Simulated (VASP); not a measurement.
# Bi: single point with PBE

The system is Bi.

```
CELL_PARAMETERS angstrom
0.00000 2.60576 2.60576
2.60576 0.00000 2.60576
2.60576 2.60576 0.00000
ATOMIC_POSITIONS crystal
Bi 0.00000 0.00000 0.00000
```

| Item | Value |
| --- | --- |
| Program | VASP 6.6.1 |
| Task | single point |
| Functional | PBE |
| Potentials or basis | VASP PAW PBE potentials, release 64 (Bi_d) |
| Cutoff | 520 eV |
| k mesh | 6 × 6 × 6 |
| Occupations | gaussian, width 0.05 eV |
| Spin | no spin polarisation |

```json
{
 "Pressure": "-4.8 GPa"
}
```

Levels at points of the mesh, in eV from the Fermi level:
```
           k point  band 4  band 5  band 6  band 7  band 8  band 9  band 10  band 11
(0.00, 0.00, 0.00)  -23.21  -23.21  -13.00    3.92    3.92    3.92     7.24     8.91
(0.50, 0.00, 0.00)  -23.16  -23.16  -10.77   -4.77    2.63    2.63     6.42     8.43
(0.50, 0.50, 0.00)  -23.14  -23.14   -9.93   -4.07    0.14    0.14     3.77     4.95
```

Run time: 4.5 s on 1 thread of AMD EPYC 9R45 96-Core Processor (Zen 5) (shared host), peak memory 0.12 GiB.

Caveat: spin-orbit coupling is left out, which moves the levels of the heavy elements.
